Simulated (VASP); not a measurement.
# Sb (R-3m) in VASP: settings compared, part 2 of 2

VASP 6.6.1. Earlier steps stand in the parts before.

**4. Single point, RPBE+D4**

This run uses another cell than the first one, of 28.82 Å³/atom.

INCAR reads:

```
SYSTEM = Sb
ALGO = Normal
EDIFF = 1E-6
ENCUT = 520
GGA = RP
ISIF = 2
ISMEAR = -1
IVDW = 13
LASPH = .TRUE.
LCHARG = .TRUE.
LELF = .TRUE.
LREAL = .FALSE.
LVHAR = .TRUE.
LWAVE = .FALSE.
NBANDS = 12
NELM = 100
PREC = Accurate
SIGMA = 0.05
```

KPOINTS reads:

```
k-points
0
G
  8 8 8
  0 0 0
```

POSCAR reads:

```
Sb
1.0
    2.1452018482      1.2385328645      3.6151529244
   -2.1452018482      1.2385328645      3.6151529244
    0.0000000000     -2.4770657291      3.6151529244
Sb
2
Direct
    0.7619269559      0.7619269559      0.7619269559
    0.2380730441      0.2380730441      0.2380730441
```

Potentials or basis: VASP PAW PBE potentials, release 64 (Sb).

On the command line:

```
$ cat potpaw_PBE.64/Sb/POTCAR > POTCAR
$ mpirun -np 1 vasp_std > vasp.out
```

OUTCAR:

```text
SYSTEM = Sb
   EDIFF = 1E-6
   ENCUT = 520
   GGA = RP
   ISIF = 2
   ISMEAR = -1
   IVDW = 13
   LASPH = .TRUE.
   LREAL = .FALSE.
   NELM = 100
   PREC = Accurate

 ion  position               nearest neighbor table
   1  0.762  0.762  0.762-   2 2.92   2 2.92   2 2.92   2 3.23   2 3.23   2 3.23
   2  0.238  0.238  0.238-   1 2.92   1 2.92   1 2.92   1 3.23   1 3.23   1 3.23

  LATTYP: Found a trigonal (rhomboedric) cell.
 ALAT       =     4.3823721080
 COS(alpha) =     0.5207657828

  Lattice vectors:

 A1 = (   2.1452018482,   1.2385328645,   3.6151529244)
 A2 = (  -2.1452018482,   1.2385328645,   3.6151529244)
 A3 = (   0.0000000000,  -2.4770657291,   3.6151529244)

Analysis of symmetry for initial positions (statically):
=====================================================================
 Subroutine PRICEL returns:
 Original cell was already a primitive cell.

 Routine SETGRP: Setting up the symmetry group for a
 trigonal (rhombohedral) supercell.

 Subroutine GETGRP returns: Found 12 space group operations
 (whereof 12 operations were pure point group operations)
 out of a pool of 12 trial point group operations.

The static configuration has the point symmetry D_3d.

Analysis of symmetry for dynamics (positions and initial velocities):
=====================================================================
 Subroutine PRICEL returns:
 Original cell was already a primitive cell.

 Routine SETGRP: Setting up the symmetry group for a
 trigonal (rhombohedral) supercell.

 Subroutine GETGRP returns: Found 12 space group operations
 (whereof 12 operations were pure point group operations)
 out of a pool of 12 trial point group operations.

The dynamic configuration has the point symmetry D_3d.

 Subroutine INISYM returns: Found 12 space group operations
 (whereof 12 operations are pure point group operations),
 and found     1 'primitive' translations

----------------------------------------------------------------------------------------

[... 122 lines left out ...]
   LRPA    =     F    only Hartree local field effects (RPA)
 non-spin polarized calculation
  energy-cutoff  :      520.00
  volume of cell :       57.63
 maximum number of plane-waves:      1568
 NGX is ok and might be reduce to    36
   NGX = 17   NGY = 17   NGZ = 17

 number of electron      10.0000000 magnetization

 Free energy of the ion-electron system (eV)
  ---------------------------------------------------
  ext. energy  EPLUGINS =         0.00000000
  ---------------------------------------------------
  free energy    TOTEN  =        -7.43702110 eV

  energy without entropy =       -7.43325511  energy(sigma->0) =       -7.43513810

 E-fermi :   7.9629     XC(G=0):  -9.6862

 val. band max:        7.8568902040   @ k =   0.5000  -0.0000   0.0000
 cond. band min:       7.9946493076   @ k =   0.3750   0.2500   0.2500
 fundamental gap:      0.1377591036
 Fermi energy:         7.9629241037

 k-point     1 :       0.0000    0.0000    0.0000
  band No.  band energies     occupation
      1      -5.0215      2.00000
      2       3.4800      2.00000
      3       5.9127      2.00000
      4       6.0404      2.00000
      5       6.0404      2.00000
      6      10.4866      0.00000
      7      10.8912      0.00000
      8      10.8912      0.00000
      9      12.7511      0.00000
     10      12.7511      0.00000
     11      12.8971      0.00000
     12      14.5387      0.00000
[... 331 lines left out ...]
 k-point    24 :       0.3750    0.1250    0.1250
  band No.  band energies     occupation
      1      -3.9435      2.00000
      2       0.3464      2.00000
      3       4.5595      2.00000
      4       6.6204      2.00000
      5       8.0214      0.47423
      6       8.2341      0.00879
      7       8.2596      0.00529
      8      11.2218      0.00000
      9      12.8993      0.00000
     10      13.7479      0.00000
     11      15.5538      0.00000
     12      16.8908      0.00000

 [... further k-points ...]

------------------------ aborting loop because EDIFF is reached ----------------------------------------

  DFT-D4 for vdW energy calculation

  Edisp (eV):   -1.96898

  FORCE on cell =-STRESS in cart. coord.  units (eV):
  Direction    XX          YY          ZZ          XY          YZ          ZX
  --------------------------------------------------------------------------------------
  -------------------------------------------------------------------------------------
  Total       0.00922     0.00922    -0.01944     0.00000     0.00000     0.00000
  in kB       0.25620     0.25620    -0.54045     0.00000     0.00000     0.00000
  external pressure =       -0.01 kB  Pullay stress =        0.00 kB

 VOLUME and BASIS-vectors are now :
 -----------------------------------------------------------------------------
  energy-cutoff  :      520.00
  volume of cell :       57.63
      direct lattice vectors                 reciprocal lattice vectors
     2.145201848  1.238532864  3.615152924     0.233078300  0.134567819  0.092204490
    -2.145201848  1.238532864  3.615152924    -0.233078300  0.134567819  0.092204490
     0.000000000 -2.477065729  3.615152924     0.000000000 -0.269135639  0.092204490

 POSITION                                       TOTAL-FORCE (eV/Angst)
 -----------------------------------------------------------------------------------
      0.00000     -0.00000      8.26345         0.000000      0.000000     -0.025973
      0.00000     -0.00000      2.58201         0.000000     -0.000000      0.025973
 -----------------------------------------------------------------------------------
    total drift:                               -0.000000     -0.000000     -0.000000

  FREE ENERGIE OF THE ION-ELECTRON SYSTEM (eV)
  ---------------------------------------------------
  free  energy   TOTEN  =        -9.4059972710 eV

  energy  without entropy=       -9.4022312819  energy(sigma->0) =       -9.40411428
```

OSZICAR:

```text
N       E                     dE             d eps       ncg     rms          rms(c)
DAV:   1     0.370935898264E+02    0.37094E+02   -0.36119E+03  1560   0.659E+02
DAV:   2    -0.548516727212E+01   -0.42579E+02   -0.41036E+02  2040   0.111E+02
DAV:   3    -0.740913292581E+01   -0.19240E+01   -0.18895E+01  1904   0.256E+01
DAV:   4    -0.742515614484E+01   -0.16023E-01   -0.16021E-01  1848   0.283E+00
DAV:   5    -0.742533949624E+01   -0.18335E-03   -0.18335E-03  1908   0.333E-01    0.323E+00
DAV:   6    -0.743199834857E+01   -0.66589E-02   -0.21239E-03  1840   0.339E-01    0.196E+00
DAV:   7    -0.743672023083E+01   -0.47219E-02   -0.59664E-03  1768   0.548E-01    0.935E-02
DAV:   8    -0.743697184842E+01   -0.25162E-03   -0.23404E-04  1924   0.970E-02    0.202E-02
DAV:   9    -0.743701735528E+01   -0.45507E-04   -0.60484E-05  1788   0.448E-02    0.505E-03
DAV:  10    -0.743702137736E+01   -0.40221E-05   -0.36310E-06  1880   0.117E-02    0.201E-03
DAV:  11    -0.743702109927E+01    0.27809E-06   -0.32566E-07  1264   0.344E-03
   1 F= -.94059973E+01 E0= -.94041143E+01  d E =-.376599E-02
```

stdout:

```text
POSCAR found type information on POSCAR Sb
 POSCAR found :  1 types and       2 ions
 scaLAPACK will be used
 -----------------------------------------------------------------------------
|                                                                             |
|                                                                             |
|     You enforced a specific xc type in the INCAR file but a different       |
|     I HOPE YOU KNOW WHAT YOU ARE DOING!                                     |
|                                                                             |
 -----------------------------------------------------------------------------

 LDA part: xc-table for (Slater+PW92), standard interpolation
 POSCAR, INCAR and KPOINTS ok, starting setup
 FFT: planning ... GRIDC
 FFT: planning ... GRID_SOFT
 FFT: planning ... GRID
 WAVECAR not read
 entering main loop
```

It took 56 s on 1 thread of Intel Xeon 8259CL, shared host; peak memory 0.22 GiB.

Results:

* Free energy: -9.4060 eV
* Pressure: 0.0 GPa
* Largest force: 0.026 eV/Å
* Band gap on the k mesh: zero (bands 5 and 6 overlap by 0.29 eV)
* Dispersion energy per atom: -0.984 eV

Forces on the atoms (eV/Å):
```
Sb   0.000  0.000 -0.026
Sb   0.000  0.000  0.026
```

Caveat: the PAW data sets were made with another functional, which shifts forces and pressure a little; spin-orbit coupling is left out, which moves the levels of the heavy elements.

**5. Single point, PBE+D4**

This run uses another cell than the first one, of 29.79 Å³/atom.

INCAR reads:

```
SYSTEM = Sb
  PREC = Accurate
  ENCUT = 520
  EDIFF = 1E-6
  ISMEAR = -1
  SIGMA = 0.05
  LREAL = .False.
  LASPH = .True.
  NELM = 60
  ALGO = Normal
  ISIF = 2
  LWAVE = .False.
  LCHARG = .True.
  GGA = PE
  IVDW = 13
  LELF = .True.
  LVHAR = .True.
  NBANDS = 12
```

KPOINTS reads:

```
regular mesh
0
Gamma
  8 8 8
  0 0 0
```

POSCAR reads:

```
Sb
1.0
    2.1630086017      1.2488135985      3.6758225980
   -2.1630086017      1.2488135985      3.6758225980
    0.0000000000     -2.4976271969      3.6758225980
Sb
2
Direct
    0.7641868664      0.7641868664      0.7641868664
    0.2358131336      0.2358131336      0.2358131336
```

On the command line:

```
$ cat potpaw_PBE.64/Sb/POTCAR > POTCAR
$ mpirun -np 1 vasp_std > vasp.out
```

Wall time 64 s (1 thread of Intel Xeon 8259CL, shared host); peak memory 0.22 GiB.

It converged, with:

| Property | Result |
| --- | --- |
| Free energy | -9.2863 eV |
| Pressure | 0.1 GPa |
| Largest force | 0.040 eV/Å |
| Band gap on the k mesh | zero (bands 5 and 6 overlap by 0.23 eV) |
| Dispersion energy per atom | -0.517 eV |

Forces in eV/Å, atoms in the order of the input:
```
Sb   0.000  0.000 -0.040
Sb   0.000  0.000  0.040
```

Levels at points of the mesh, in eV from the Fermi level:
```tsv
k point	band 1	band 2	band 3	band 4	band 5	band 6	band 7	band 8	band 9	band 10
(0.00, 0.00, 0.00)	-12.79	-4.73	-1.99	-1.88	-1.88	2.28	2.78	2.78	4.90	4.90
(0.50, 0.00, 0.00)	-10.37	-9.75	-1.82	-1.63	-0.35	-0.20	0.22	0.26	7.85	8.53
(0.50, 0.50, 0.00)	-10.37	-7.93	-5.61	-3.80	-3.78	1.57	5.04	5.45	7.10	8.74
(0.50, 0.50, 0.50)	-11.04	-9.17	-1.33	-1.33	-0.51	-0.09	-0.09	0.91	7.28	8.77
```

Caveat: spin-orbit coupling is left out, which moves the levels of the heavy elements.

**6. Single point, PBE**

INCAR reads:

```
SYSTEM = Sb
  ALGO = Normal
  EDIFF = 1E-7
  ENCUT = 520
  GGA = PE
  ISIF = 2
  ISMEAR = 0
  LASPH = .True.
  LCHARG = .False.
  LREAL = .False.
  LWAVE = .False.
  NBANDS = 12
  NELM = 80
  PREC = Accurate
  SIGMA = 0.03
```

KPOINTS reads:

```
k-points
0
Gamma
  8 8 8
  0 0 0
```

POSCAR reads:

```
Sb
1.0
    2.1542000000      1.2437279499      3.7580000000
   -2.1542000000      1.2437279499      3.7580000000
    0.0000000000     -2.4874558998      3.7580000000
Sb
2
Direct
    0.7665100000      0.7665100000      0.7665100000
    0.2334900000      0.2334900000      0.2334900000
```

Potentials or basis: VASP PAW PBE potentials, release 64 (Sb).

On the command line:

```
$ cat potpaw_PBE.64/Sb/POTCAR > POTCAR
$ mpirun -np 1 vasp_std > vasp.out
```

Wall time 61 s (1 thread of Intel Xeon 8259CL, shared host); peak memory 0.22 GiB.

It converged, with:

```yaml
Free_energy: -8.2563 eV
Pressure: 2.8 GPa
Largest_force: 0.185 eV/Å
Band_gap_on_the_k_mesh: zero (bands 5 and 6 overlap by 0.30 eV)
```

Forces on the atoms (eV/Å):
```
Sb   0.000  0.000 -0.185
Sb   0.000  0.000  0.185
```

Stress tensor (GPa, compression positive):
```
3.02 0.00 0.00
0.00 3.02 0.00
0.00 0.00 2.28
```

Levels at points of the mesh, in eV from the Fermi level:
| k point | band 3 | band 4 | band 5 | band 6 | band 7 | band 8 |
| --- | --- | --- | --- | --- | --- | --- |
| (0.00, 0.00, 0.00) | -2.16 | -1.90 | -1.90 | 1.97 | 2.60 | 2.60 |
| (0.50, 0.00, 0.00) | -2.04 | -1.92 | -0.38 | -0.30 | 0.10 | 0.41 |
| (0.50, 0.50, 0.00) | -5.53 | -3.85 | -3.76 | 1.43 | 4.85 | 5.43 |
| (0.50, 0.50, 0.50) | -1.41 | -1.41 | -0.57 | 0.04 | 0.04 | 1.04 |

Caveat: spin-orbit coupling is left out, which moves the levels of the heavy elements.

**7. Summary**

| level | spin | cell | k mesh | smearing | grid for exact exchange (PRECFOCK) | share of exact exchange | screening parameter | gap on the mesh (eV) | pressure (GPa) | largest force (eV/Å) |
| --- | --- | --- | --- | --- | --- | --- | --- | --- | --- | --- |
| PBEsol-based screened hybrid with 25 % exact exchange | off | a = 4.491 Å, angles 57.5°, 2 atoms, atomic positions A | 4 × 4 × 4 | fermi-dirac 0.05 eV | Normal | 0.25 | 0.207 1/Å | - | -0.8 | 0.06 |
| revPBE+D3(BJ) | non-collinear, zero start, SOC | a = 4.507 Å, angles 57.1°, 2 atoms, atomic positions B | 8 × 8 × 8 | methfessel-paxton 0.1 eV | - | - | - | - | -1.1 | 0.22 |
| RPBE+D4 | off | a = 4.382 Å, angles 58.6°, 2 atoms, atomic positions C | 8 × 8 × 8 | fermi-dirac 0.05 eV | - | - | - | none | 0.0 | 0.03 |
| PBE+D4 | off | a = 4.444 Å, angles 58.3°, 2 atoms, atomic positions D | 8 × 8 × 8 | fermi-dirac 0.05 eV | - | - | - | none | 0.1 | 0.04 |
| PBE | off | a = 4.507 Å, angles 57.1°, 2 atoms, atomic positions B | 8 × 8 × 8 | gaussian 0.03 eV | - | - | - | none | 2.8 | 0.19 |

Alike in all rows: task single point; potentials or basis VASP PAW PBE potentials, release 64 (Sb); cutoff (eV) 520.

Caveats: some runs use coarse meshes; spin-orbit coupling is left out, which moves the levels of the heavy elements (at least some runs); the PAW data sets were made with another functional, which shifts forces and pressure a little (at least some runs).

Absolute energies hang on the potentials; compare differences alone.
